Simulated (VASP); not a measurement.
**Mo: single point with RPBE+D4**

The system is Mo.

```
Mo
1.0
    -1.56240    1.56240    1.56240
     1.56240   -1.56240    1.56240
     1.56240    1.56240   -1.56240
Mo
1
Direct
  0.00000 0.00000 0.00000
```

```
Program                : VASP 6.6.1
Task                   : single point
Functional             : RPBE
Dispersion             : D4
Potentials or basis    : VASP PAW PBE potentials, release 64 (Mo_sv)
Cutoff                 : 520 eV
k mesh                 : 12 × 12 × 12
Occupations            : fermi-dirac, width 0.05 eV
Spin                   : no spin polarisation
Dipole correction      : no
Further INCAR settings : ALGO = Fast; EDIFF = 1e-07; NBANDS = 13
```

| Item | Value |
| --- | --- |
| Pressure | 2.3 GPa |
| Band gap on the k mesh | zero (band 7 reaches 17.17 eV, above the bottom of band 8 at 11.65 eV) |
| Dispersion energy per atom | -1.144 eV |

Levels at points of the mesh, in eV from the Fermi level:
```
           k point  band 3  band 4  band 5  band 6  band 7  band 8  band 9  band 10  band 11  band 12
(0.00, 0.00, 0.00)  -34.46  -34.46   -7.25   -1.36   -1.36   -1.36    1.76     1.76    14.91    14.91
(0.50, 0.00, 0.00)  -34.94  -34.47   -5.41   -3.47    1.77    1.80    2.45     4.95    12.06    12.09
(0.50, 0.50, 0.50)  -35.49  -35.49   -5.57   -5.57    4.16    4.16    4.16     9.32     9.32     9.32
```

Wall time 9.1 s on 1 thread of Intel(R) Xeon(R) Platinum 8375C CPU @ 2.90GHz (Ice Lake), with other jobs on the host, peak memory 0.13 GiB.

Caveat: the PAW data sets were made with another functional, which shifts forces and pressure a little; pairwise dispersion overbinds metals, which lowers pressure and volume.
